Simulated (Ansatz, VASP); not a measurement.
Zn2S3: VASP beside Ansatz

```xyz
5
Lattice="3.5740 0.0000 0.0000 -1.7870 3.0952 0.0000 0.0000 0.0000 7.8662" Properties=species:S:1:pos:R:3 pbc="T T T"
Zn    0.0000    2.0635    1.5683
Zn    1.7870    1.0317    6.2979
S     0.0000    0.0000    0.0000
S     0.0000    2.0635    5.1150
S     1.7870    1.0317    2.7512
```

Alike in both runs: functional r2SCAN; k mesh 12 × 12 × 6; occupations gaussian, width 0.1 eV; no spin polarisation.

Ansatz relaxed the structure, and its values are those at the end. VASP's run is a single point on that final structure, the one shown.

|  | VASP | Ansatz |
| --- | --- | --- |
| version | VASP 6.6.1 | Ansatz 0.2.0 |
| potentials or method | VASP PAW PBE potentials, release 64 (Zn, S), cutoff 520 eV | scalar-relativistic, plane waves, PAW |
| valence electrons in the cell | 42 | 42 |

```tsv
	VASP	Ansatz	Ansatz less VASP
gap on the k mesh at the Fermi level (eV)	none	none	-
pressure (GPa)	0.1	0.0	-0.05
rms of the force components (eV/Å)	0.007	0.003	-0.0040
```

VASP's potentials were made for PBE, not for r2SCAN. A gap of «none» marks a metal or a gap that the smearing closes. With one functional, cell and mesh, what is left measures potentials, basis and numerics.
